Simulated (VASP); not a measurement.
## MgH2: single point with r2SCAN

The system is MgH2.

```
Mg H
1.0
    -1.89066    1.89066    4.69359
     1.89066   -1.89066    4.69359
     1.89066    1.89066   -4.69359
Mg H
2 4
Cartesian
  0.0000 1.8907 2.3468
  0.0000 0.0000 0.0000
  0.0000 1.8907 0.3738
  0.0000 0.0000 7.4141
  0.0000 0.0000 1.9730
  0.0000 1.8907 4.3198
```

| Quantity | Value |
| --- | --- |
| Program | VASP 6.6.1 |
| Task | single point |
| Functional | r2SCAN |
| Potentials or basis | VASP PAW PBE potentials, release 64 (Mg, H) |
| Cutoff | 520 eV |
| k mesh | 10 × 10 × 10 |
| Occupations | gaussian, width 0.01 eV |
| Spin | no spin polarisation |
| Dipole correction | no |
| Further INCAR settings | ALGO = Normal; EDIFF = 1e-06; NBANDS = 13 |

| Quantity | Value |
| --- | --- |
| Pressure | -0.4 GPa |
| Largest force | 0.008 eV/Å |
| Band gap on the k mesh | 4.10 eV (least direct gap 5.20 eV) |

Forces in eV/Å, atoms in the order of the input:
```
Mg   0.000  0.000  0.000
Mg   0.000  0.000  0.000
H    0.000  0.000  0.008
H    0.000  0.000  0.008
H    0.000  0.000 -0.008
H    0.000  0.000 -0.008
```

Levels at points of the mesh, in eV from the valence-band top:
```tsv
k point	band 1	band 2	band 3	band 4	band 5	band 6	band 7	band 8
(0.00, 0.00, 0.00)	-6.89	-2.07	-1.81	0.00	5.25	7.26	7.26	7.82
(0.50, 0.00, 0.00)	-4.86	-3.68	-2.54	-0.90	4.65	7.42	7.92	8.51
(0.50, 0.50, 0.00)	-2.94	-2.94	-2.52	-2.52	4.10	4.10	6.64	6.64
(0.50, 0.50, 0.50)	-5.40	-5.40	-0.31	-0.31	5.97	5.97	9.41	9.41
```

It took 3.4 min on 1 thread of Intel(R) Xeon(R) 6975P-C (Granite Rapids) (shared host), peak memory 0.31 GiB.

Caveat: the PAW data sets were made with another functional, which shifts forces and pressure a little. A k mesh can miss the band edges.
